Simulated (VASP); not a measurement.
SiC:

```
CELL_PARAMETERS angstrom
0.00000 2.18986 2.18986
2.18986 0.00000 2.18986
2.18986 2.18986 0.00000
ATOMIC_POSITIONS crystal
Si 0.25000 0.25000 0.25000
C 0.00000 0.00000 0.00000
```

- Program: VASP 6.6.1
- Task: relaxation of cell and atoms
- Functional: LDA
- Potentials or basis: VASP PAW LDA potentials, release 64 (Si, C)
- Cutoff: 600 eV
- k mesh: 10 × 10 × 10
- Occupations: fermi-dirac, width 0.02 eV
- Spin: no spin polarisation

At the start: pressure -7.3 GPa; volume 10.50 Å³/atom.

Task: Where does the relaxation end?

Result: Over 3 steps the energy falls by 8.2 meV/atom and the volume is 10.15 Å³/atom (-3.3 %); space group F-43m (No. 216, to 0.05 Å).

The path:
```tsv
step	energy change (eV)	largest force (eV/Å)	pressure (GPa)	volume (Å³)
1	0.0000	0.0000	-7.26	21.00
2	0.0025	0.0000	8.74	19.59
3	-0.0164	0.0000	-0.05	20.31
```

Final structure:
```
Si C
1.0
     0.00000    2.16536    2.16536
     2.16536    0.00000    2.16536
     2.16536    2.16536    0.00000
Si C
1 1
Direct
  0.25000 0.25000 0.25000
  0.00000 0.00000 0.00000
```
